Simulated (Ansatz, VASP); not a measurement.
GaSb: VASP beside Ansatz

```xyz
2
Lattice="0.0000 3.0251 3.0251 3.0251 0.0000 3.0251 3.0251 3.0251 0.0000" Properties=species:S:1:pos:R:3 pbc="T T T"
Ga    0.0000    0.0000    0.0000
Sb    4.5376    4.5376    4.5376
```

Alike in both runs: functional LDA; k mesh 12 × 12 × 12; occupations gaussian, width 0.1 eV; no spin polarisation.

Ansatz relaxed the structure, and its values are those at the end. VASP's run is a single point on that final structure, the one shown.

|  | VASP | Ansatz |
| --- | --- | --- |
| version | VASP 6.6.1 | Ansatz 0.2.0 |
| potentials or method | VASP PAW LDA potentials, release 64 (Ga_d, Sb), cutoff 520 eV | scalar-relativistic, plane waves, PAW |
| valence electrons in the cell | 18 | 28 |

```csv
,VASP,Ansatz,Ansatz less VASP
pressure (GPa),0.2,0.0,-0.20
```

LDA's correlation is that of Perdew and Zunger in VASP and of Perdew and Wang (1992) in Ansatz. VASP's potentials hold 18 valence electrons a cell and Ansatz's 28, so a difference there can come from the potentials and not from the codes.

Spin-orbit coupling is off throughout.
